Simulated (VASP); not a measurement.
**Mg9O8 (a cell with a defect): single point with LDA**

Mg9O8 (a cell with a defect):

```
Mg O
1.0
     0.00000    4.35200    4.35200
     4.35200    0.00000    4.35200
     4.35200    4.35200    0.00000
Mg O
9 8
Cartesian
  0.0433 -0.0596 0.0008
  2.0705 1.8301 0.3556
  2.5606 0.0447 2.1209
  4.3196 2.0467 1.9361
  0.0052 2.2309 2.1686
  2.1497 4.3289 2.0210
  2.2514 2.1757 4.3114
  3.9509 4.7740 4.2622
  5.4322 3.3686 3.4880
  2.2323 2.1382 2.2404
  4.2689 4.2990 2.1954
  4.4420 1.9761 4.3931
  6.7641 4.4786 4.2459
  2.0980 4.2589 4.4078
  4.3986 6.6302 4.2776
  4.4912 4.3586 6.6011
  6.4751 6.6458 6.5210
```

- Program: VASP 6.6.1
- Task: single point
- Functional: LDA
- Potentials or basis: VASP PAW LDA potentials, release 64 (Mg, O)
- Cutoff: 520 eV
- k mesh: 3 × 3 × 3
- Occupations: fermi-dirac, width 0.02 eV
- Spin: no spin polarisation
- Dipole correction: no
- Further INCAR settings: LREAL = Auto; ALGO = Normal; EDIFF = 1e-07; NBANDS = 47

* Pressure: 12.9 GPa
* Largest force: 0.159 eV/Å
* Band gap on the k mesh: 0.07 eV

Forces in eV/Å, atoms in the order of the input:
```
Mg   0.010  0.008 -0.005
Mg   0.056  0.018  0.031
Mg   0.055  0.028 -0.075
Mg  -0.016 -0.077 -0.057
Mg   0.042  0.030 -0.003
Mg  -0.008 -0.028 -0.014
Mg  -0.009  0.013 -0.040
Mg  -0.053  0.038 -0.144
Mg  -0.084  0.052 -0.007
O   -0.018  0.021  0.036
O   -0.021  0.012  0.017
O    0.007 -0.009  0.054
O    0.018 -0.049  0.063
O   -0.055 -0.062 -0.003
O    0.031  0.046  0.010
O    0.055 -0.038  0.144
O   -0.008 -0.003 -0.006
```

Stress tensor (GPa, compression positive):
```
14.31 -1.84 -0.81
-1.84 14.80 -2.01
-0.81 -2.01  9.46
```

Levels at points of the mesh, in eV from the valence-band top:
| k point | band 29 | band 30 | band 31 | band 32 | band 33 | band 34 | band 35 | band 36 | band 37 | band 38 |
| --- | --- | --- | --- | --- | --- | --- | --- | --- | --- | --- |
| (0.00, 0.00, 0.00) | -6.24 | -5.92 | -5.85 | -5.80 | -2.48 | 0.24 | 0.49 | 0.77 | 1.15 | 1.32 |

Wall time 2.2 min on 1 thread of Intel(R) Xeon(R) 6975P-C (Granite Rapids), with other jobs on the host, peak memory 0.28 GiB.
